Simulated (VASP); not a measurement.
# BaTiO3 (P4mm) in VASP: a series of runs

Aim: see how the results for BaTiO3 move with the level of theory and the settings. Levels: PBE, r2SCAN. Tasks: single point.

Everything below comes from runs of VASP 6.6.1. Logs are shortened: lines on timing, memory, paths and dates and some standing lists are left out, and cuts for length are marked.

## (1) The cell of the first run

It takes space group P4mm (No. 99, tetragonal). The conventional cell has a = 4.026 Å, b = 4.026 Å, c = 4.240 Å, α = 90.00°, β = 90.00°, γ = 90.00°. Within 3.7 Å of Ba (site symmetry 4mm) lie 12 O at 2.83 to 3.02 Å and 8 Ti at 3.51 to 3.59 Å. Ti (site symmetry 4mm) has 5 O at 1.83 to 2.02 Å within 2.4 Å. Within 2.4 Å of O (site symmetry 4mm) lie 1 Ti at 1.83 Å. O (site symmetry 2mm) has 2 Ti at 2.02 Å within 2.7 Å.

## (2) Single point, PBE (volume changed by +3%)

Input file INCAR:

```
ALGO = Normal
EDIFF = 1E-6
ENCUT = 520
GGA = PE
ISIF = 2
ISMEAR = 0
LASPH = T
LCHARG = T
LELF = T
LREAL = F
LVHAR = T
LWAVE = F
NBANDS = 28
NELM = 100
PREC = Accurate
SIGMA = 0.01
```

Input file KPOINTS:

```
k-points
0
Gamma
  6 6 6
```

Input file POSCAR:

```
BaTiO3
1.0
    4.0255819495      0.0000000000      0.0000000000
    0.0000000000      4.0255819495      0.0000000000
    0.0000000000      0.0000000000      4.2396030839
Ba Ti O
1 1 3
Direct
    0.0000000000      0.0000000000     -0.0104426122
    0.5000000000      0.5000000000      0.4722700988
    0.5000000000      0.5000000000      0.0405145067
    0.5000000000      0.0000000000      0.5203290034
    0.0000000000      0.5000000000      0.5203290034
```

Potentials or basis: VASP PAW PBE potentials, release 64 (Ba_sv, Ti_sv, O).

Launch:

```
> cat potpaw_PBE.64/Ba_sv/POTCAR potpaw_PBE.64/Ti_sv/POTCAR potpaw_PBE.64/O/POTCAR > POTCAR
> mpirun -np 1 vasp_std > vasp.out
```

OUTCAR:

```text
EDIFF = 1E-6
   ENCUT = 520
   GGA = PE
   ISIF = 2
   ISMEAR = 0
   LASPH = T
   LREAL = F
   NELM = 100
   PREC = Accurate

 ion  position               nearest neighbor table
   1  0.000  0.000  0.990-   4 2.83   5 2.83   5 2.83   4 2.83   3 2.85   3 2.85   3 2.85   3 2.85
                             4 3.02   5 3.02   5 3.02   4 3.02   2 3.51   2 3.51   2 3.51   2 3.51
   2  0.500  0.500  0.472-   3 1.83   4 2.02   5 2.02   4 2.02   5 2.02   3 2.41   1 3.51   1 3.51
                             1 3.51   1 3.51   1 3.59   1 3.59   1 3.59   1 3.59
   3  0.500  0.500  0.041-   2 1.83   2 2.41   1 2.85   1 2.85   1 2.85   1 2.85
   4  0.500  0.000  0.520-   2 2.02   2 2.02   1 2.83   1 2.83   1 3.02   1 3.02
   5  0.000  0.500  0.520-   2 2.02   2 2.02   1 2.83   1 2.83   1 3.02   1 3.02

  LATTYP: Found a simple tetragonal cell.
 ALAT       =     4.0255819495
 C/A-ratio  =     1.0531652658

  Lattice vectors:

 A1 = (   4.0255819495,   0.0000000000,   0.0000000000)
 A2 = (   0.0000000000,   4.0255819495,   0.0000000000)
 A3 = (   0.0000000000,   0.0000000000,   4.2396030839)

Analysis of symmetry for initial positions (statically):
=====================================================================
 Subroutine PRICEL returns:
 Original cell was already a primitive cell.

 Routine SETGRP: Setting up the symmetry group for a
 simple tetragonal supercell.

 Subroutine GETGRP returns: Found  8 space group operations
 (whereof  8 operations were pure point group operations)
 out of a pool of 16 trial point group operations.

The static configuration has the point symmetry C_4v.

Analysis of symmetry for dynamics (positions and initial velocities):
=====================================================================
 Subroutine PRICEL returns:
 Original cell was already a primitive cell.

 Routine SETGRP: Setting up the symmetry group for a
 simple tetragonal supercell.

 Subroutine GETGRP returns: Found  8 space group operations
 (whereof  8 operations were pure point group operations)
 out of a pool of 16 trial point group operations.

The dynamic configuration has the point symmetry C_4v.

 Subroutine INISYM returns: Found  8 space group operations
 (whereof  8 operations are pure point group operations),
 and found     1 'primitive' translations

----------------------------------------------------------------------------------------

                                     Primitive cell

  volume of cell :      68.7041

  direct lattice vectors                    reciprocal lattice vectors
     4.025581950  0.000000000  0.000000000     0.248411289  0.000000000  0.000000000
     0.000000000  4.025581950  0.000000000     0.000000000  0.248411289  0.000000000
     0.000000000  0.000000000  4.239603084     0.000000000  0.000000000  0.235871137

  length of vectors
     4.025581950  4.025581950  4.239603084     0.248411289  0.248411289  0.235871137

  position of ions in fractional coordinates (direct lattice)
     0.000000000  0.000000000  0.989557388
     0.500000000  0.500000000  0.472270099
     0.500000000  0.500000000  0.040514507
     0.500000000  0.000000000  0.520329003
     0.000000000  0.500000000  0.520329003

  ion indices of the primitive-cell ions
   primitive index   ion index
                 1           1
                 2           2
                 3           3
                 4           4
                 5           5

----------------------------------------------------------------------------------------

 KPOINTS: k-points

Automatic generation of k-mesh.
 Grid dimensions read from file:
 generate k-points for:    6    6    6

 Generating k-lattice:

  Cartesian coordinates                     Fractional coordinates (reciprocal lattice)
     0.041401881  0.000000000  0.000000000     0.166666667  0.000000000  0.000000000
     0.000000000  0.041401881  0.000000000     0.000000000  0.166666667  0.000000000
     0.000000000  0.000000000  0.039311856     0.000000000  0.000000000  0.166666667

  Length of vectors
     0.041401881  0.041401881  0.039311856

  Shift w.r.t. Gamma in fractional coordinates (k-lattice)
     0.000000000  0.000000000  0.000000000

 Subroutine IBZKPT returns following result:
 ===========================================

 Found     40 irreducible k-points:

 Following reciprocal coordinates:
            Coordinates               Weight
  0.000000  0.000000  0.000000      1.000000
  0.166667  0.000000  0.000000      4.000000
  0.333333  0.000000  0.000000      4.000000
  0.500000  0.000000  0.000000      2.000000
  0.166667  0.166667  0.000000      4.000000
  0.333333  0.166667  0.000000      8.000000
[... 16 lines left out ...]
  0.333333  0.000000  0.333333      8.000000
  0.500000  0.000000  0.333333      4.000000
 [... further k-points ...]
   k-points           NKPTS =     40   k-points in BZ     NKDIM =     40   number of bands    NBANDS=     28
   number of dos      NEDOS =    301   number of ions     NIONS =      5
   total plane-waves  NPLWV =  28800
   dimension x,y,z NGX =    30 NGY =   30 NGZ =   32
   dimension x,y,z NGXF=    60 NGYF=   60 NGZF=   64
   ions per type =               1   1   3
   NGX,Y,Z   is equivalent  to a cutoff of  12.39, 12.39, 12.55 a.u.
   NGXF,Y,Z  is equivalent  to a cutoff of  24.78, 24.78, 25.10 a.u.
 SYSTEM =  unknown system
   PREC   = accura    normal or accurate (medium, high low for compatibility)
   ISTART =      0    job   : 0-new  1-cont  2-samecut
   ICHARG =      2    charge: 1-file 2-atom 10-const
   ISPIN  =      1    spin polarized calculation?
   LNONCOLLINEAR =      F non collinear calculations
   LSORBIT =      F    spin-orbit coupling
   LASPH  =      T    aspherical Exc in radial PAW
   ENCUT  =  520.0 eV  38.22 Ry    6.18 a.u.   7.48  7.48  7.88*2*pi/ulx,y,z
   NELM   =    100;   NELMIN=  2; NELMDL= -5     # of ELM steps
   EDIFF  = 0.1E-05   stopping-criterion for ELM
   LREAL  =      F    real-space projection
   EDIFFG = 0.1E-04   stopping-criterion for IOM
   NSW    =      0    number of steps for IOM
   IBRION =     -1    ionic relax: 0-MD 1-quasi-New 2-CG
   NFREE  =      0    steps in history (QN), initial steepest desc. (CG)
   ISIF   =      2    stress and relaxation
   ISYM   =      2    0-nonsym 1-usesym 2-fastsym
   POTIM  = 0.5000    time-step for ionic-motion
   TEBEG  =    0.0;   TEEND  =   0.0 temperature during run
   PSTRESS=    0.0 pullay stress
   NELECT =      40.0000    total number of electrons
   NUPDOWN=      -1.0000    fix difference up-down
   EMIN   =  10.00;   EMAX   =-10.00  energy-range for DOS
   EFERMI =   0.00;   METHOD = LEGACY
   ISMEAR =     0;   SIGMA  =   0.01  broadening in eV -4-tet -1-fermi 0-gaus
   EFERMI_NEDOS =   21; number of points for ismear=-14 and -15
   IALGO  =     38    algorithm
   IMIX   =      4    mixing-type and parameters
     AMIX     =   0.40;   BMIX     =  1.00
     AMIX_MAG =   1.60;   BMIX_MAG =  1.00
  volume/ion in A,a.u.               =      13.74        92.73
  Fermi-wavevector in a.u.,A,eV,Ry     =   1.366996  2.583248 25.424917  1.868679
  Thomas-Fermi vector in A             =   2.493088
   LORBIT       =      0    0 simple, 1 ext, 2 COOP (PROOUT), +10 PAW based schemes
   GGA     = PE    functional components
   LHFCALC =     F    Hartree Fock is set to
   AEXX    =    0.0000 exact exchange contribution
   IVDW    =     0    specifies the selected vdW correction
   LEPSILON=     F    determine dielectric tensor
   LRPA    =     F    only Hartree local field effects (RPA)
 non-spin polarized calculation
 Gauss-broadening in eV      SIGMA  =   0.01
  energy-cutoff  :      520.00
  volume of cell :       68.70
 maximum number of plane-waves:      1880
 NGX is ok and might be reduce to    30
   NGX = 15   NGY = 15   NGZ = 15

 number of electron      39.9999981 magnetization

 Free energy of the ion-electron system (eV)
  ---------------------------------------------------
  ext. energy  EPLUGINS =         0.00000000
  ---------------------------------------------------
  free energy    TOTEN  =       -40.03355830 eV

  energy without entropy =      -40.03355830  energy(sigma->0) =      -40.03355830

 E-fermi :   3.6682     XC(G=0): -10.8729

 val. band max:        3.5268978013   @ k =   0.5000   0.5000   0.5000
 cond. band min:       5.2519541799   @ k =   0.0000   0.0000   0.0000
 fundamental gap:      1.7250563786
 Fermi energy:         3.6681894756

 k-point     1 :       0.0000    0.0000    0.0000
  band No.  band energies     occupation
      1     -53.2433      2.00000
      2     -29.5535      2.00000
      3     -29.4274      2.00000
      4     -29.4274      2.00000
      5     -21.7336      2.00000
      6     -13.4158      2.00000
[... 20 lines left out ...]
     27       8.5599      0.00000
     28       9.8972      0.00000

 k-point     2 :       0.1667    0.0000    0.0000
  band No.  band energies     occupation
      1     -53.2431      2.00000
      2     -29.5530      2.00000
      3     -29.4389      2.00000
      4     -29.4270      2.00000
      5     -21.7106      2.00000
      6     -13.4246      2.00000
[... 20 lines left out ...]
     27       9.0308      0.00000
     28      10.5413      0.00000

 k-point     3 :       0.3333    0.0000    0.0000
  band No.  band energies     occupation
      1     -53.2426      2.00000
      2     -29.5521      2.00000
      3     -29.4618      2.00000
      4     -29.4261      2.00000
      5     -21.6639      2.00000
      6     -13.5063      2.00000
[... 20 lines left out ...]
     27      10.0481      0.00000
     28      11.2765      0.00000

 k-point     4 :       0.5000    0.0000    0.0000
  band No.  band energies     occupation
      1     -53.2424      2.00000
      2     -29.5516      2.00000
      3     -29.4732      2.00000
      4     -29.4257      2.00000
      5     -21.6402      2.00000
      6     -13.5664      2.00000
[... 20 lines left out ...]
     27      10.6877      0.00000
     28      11.2251      0.00000

 k-point     5 :       0.1667    0.1667    0.0000
  band No.  band energies     occupation
      1     -53.2428      2.00000
      2     -29.5526      2.00000
      3     -29.4386      2.00000
      4     -29.4382      2.00000
      5     -21.6894      2.00000
      6     -13.4064      2.00000
[... 20 lines left out ...]
     27       9.3719      0.00000
     28      10.8688      0.00000

 k-point     6 :       0.3333    0.1667    0.0000
  band No.  band energies     occupation
      1     -53.2424      2.00000
      2     -29.5517      2.00000
      3     -29.4612      2.00000
      4     -29.4375      2.00000
      5     -21.6462      2.00000
      6     -13.4301      2.00000
[... 463 lines left out ...]
      5     -21.6870      2.00000
      6     -13.4646      2.00000
[... 20 lines left out ...]
     27       9.8161      0.00000
     28      11.3927      0.00000

 k-point    22 :       0.1667    0.0000    0.3333
  band No.  band energies     occupation
      1     -53.2428      2.00000
      2     -29.5716      2.00000
      3     -29.4381      2.00000
      4     -29.4263      2.00000
      5     -21.6685      2.00000
      6     -13.3781      2.00000
[... 20 lines left out ...]
     27      10.2932      0.00000
     28      11.5373      0.00000

 k-point    23 :       0.3333    0.0000    0.3333
  band No.  band energies     occupation
      1     -53.2423      2.00000
      2     -29.5703      2.00000
      3     -29.4607      2.00000
      4     -29.4255      2.00000
      5     -21.6309      2.00000
      6     -13.2504      2.00000
[... 20 lines left out ...]
     27      11.1038      0.00000
     28      11.6310      0.00000

 k-point    24 :       0.5000    0.0000    0.3333
  band No.  band energies     occupation
      1     -53.2421      2.00000
      2     -29.5697      2.00000
      3     -29.4719      2.00000
      4     -29.4251      2.00000
      5     -21.6118      2.00000
      6     -13.2355      2.00000
[... 20 lines left out ...]
     27      10.9700      0.00000
     28      12.2739      0.00000

 [... further k-points ...]

------------------------ aborting loop because EDIFF is reached ----------------------------------------

  FORCE on cell =-STRESS in cart. coord.  units (eV):
  Direction    XX          YY          ZZ          XY          YZ          ZX
  --------------------------------------------------------------------------------------
  -------------------------------------------------------------------------------------
  Total       -1.2610265     -1.2610265     -1.1656329      0.0000000      0.0000000      0.0000000
  in kB      -29.4071030    -29.4071030    -27.1825279      0.0000000      0.0000000      0.0000000
  external PRESSURE =     -28.6655780 kB  Pullay stress =       0.0000000 kB

 VOLUME and BASIS-vectors are now :
 -----------------------------------------------------------------------------
  energy-cutoff  :      520.00
  volume of cell :       68.70
      direct lattice vectors                 reciprocal lattice vectors
     4.025581950  0.000000000  0.000000000     0.248411289  0.000000000  0.000000000
     0.000000000  4.025581950  0.000000000     0.000000000  0.248411289  0.000000000
     0.000000000  0.000000000  4.239603084     0.000000000  0.000000000  0.235871137

 POSITION                                       TOTAL-FORCE (eV/Angst)
 -----------------------------------------------------------------------------------
      0.00000      0.00000      4.19533        -0.000000     -0.000000      0.006840
      2.01279      2.01279      2.00224        -0.000000      0.000000     -0.209843
      2.01279      2.01279      0.17177        -0.000000     -0.000000      0.295019
      2.01279      0.00000      2.20599        -0.000000     -0.000000     -0.046008
      0.00000      2.01279      2.20599         0.000000      0.000000     -0.046008
 -----------------------------------------------------------------------------------
    total drift:                                0.000000      0.000000      0.000368

  FREE ENERGIE OF THE ION-ELECTRON SYSTEM (eV)
  ---------------------------------------------------
  free  energy   TOTEN  =       -40.0335582984 eV

  energy  without entropy=      -40.0335582984  energy(sigma->0) =      -40.03355830
```

Run time: 36 s. Hardware: 1 thread of Intel Xeon 6975P-C (Granite Rapids), shared host; peak memory 0.22 GiB.

Results:

- Free energy: -40.0336 eV
- Pressure: -2.9 GPa
- Largest force: 0.295 eV/Å
- Band gap on the k mesh: 1.73 eV, indirect (least direct gap 2.29 eV)

Forces in eV/Å, atoms in the order of the input:
```
Ba   0.000  0.000  0.007
Ti   0.000  0.000 -0.210
O    0.000  0.000  0.295
O    0.000  0.000 -0.046
O    0.000  0.000 -0.046
```

Caveat: spin-orbit coupling is left out, which moves the levels of the heavy elements.

(Continued in part 2 of 2.)
